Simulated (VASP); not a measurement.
Wanted: the native input for a VASP 6.6.1 run.

* Task: single point
* Functional: PBE
* Potentials or basis: VASP PAW PBE potentials, release 64 (Y_sv, C)
* Cutoff: 520 eV
* k mesh: 4 × 4 × 4
* Occupations: gaussian, width 0.1 eV
* Spin: no spin polarisation
* Dipole correction: no
* Further INCAR settings: ALGO = Normal; EDIFF = 1e-06; NBANDS = 37

The structure of Y4C3 lies in POSCAR:

```
Y4C3
1.0
    5.0640006559      0.0000000000      0.0000000000
    0.0000000000      5.0640006559      0.0000000000
    0.0000000000      0.0000000000      5.0640006559
Y C
4 3
Direct
    0.5000000000      0.5000000000      0.5000000000
    0.5000000000      0.0000000000      0.0000000000
    0.0000000000      0.5000000000      0.0000000000
    0.0000000000      0.0000000000      0.5000000000
    0.5000000000      0.5000000000      0.0000000000
    0.0000000000      0.5000000000      0.5000000000
    0.5000000000      0.0000000000      0.5000000000
```

The cell was generated, and may not be a known phase.

These files were run (other wordings do the same):

INCAR

```
SYSTEM = Y4C3
PREC     = Accurate       ! precision mode
ENCUT    = 520            ! plane-wave cutoff, eV
EDIFF    = 1E-6           ! SCF threshold, eV
ISMEAR   = 0              ! smearing method
SIGMA    = 0.1            ! smearing width, eV
LREAL    = .FALSE.        ! projectors in reciprocal space
LASPH    = .TRUE.         ! aspherical terms in the spheres
NELM     = 80             ! most SCF steps
ALGO     = Normal         ! electronic algorithm
ISIF     = 2              ! what is computed and relaxed
LWAVE    = .FALSE.        ! write WAVECAR
LCHARG   = .TRUE.         ! write CHGCAR
GGA      = PE             ! functional
LELF     = .TRUE.         ! ELF
LVHAR    = .TRUE.       
NBANDS   = 37             ! bands
```

KPOINTS

```
Automatic mesh
0
G
  4 4 4
  0 0 0
```

Potentials or basis: VASP PAW PBE potentials, release 64 (Y_sv, C).

The run is started by

```bash
$ cat potpaw_PBE.64/Y_sv/POTCAR potpaw_PBE.64/C/POTCAR > POTCAR
$ mpirun -np 1 vasp_std > vasp.out
```

It gave:

| Quantity | Value |
| --- | --- |
| Pressure | 0.3 GPa |
| Band gap on the k mesh | zero (bands 28 and 29 overlap by 1.04 eV) |

Run time: 55 s on 1 thread of Oxide Virtual Turin-like Processor, on a shared host, peak memory 0.22 GiB.
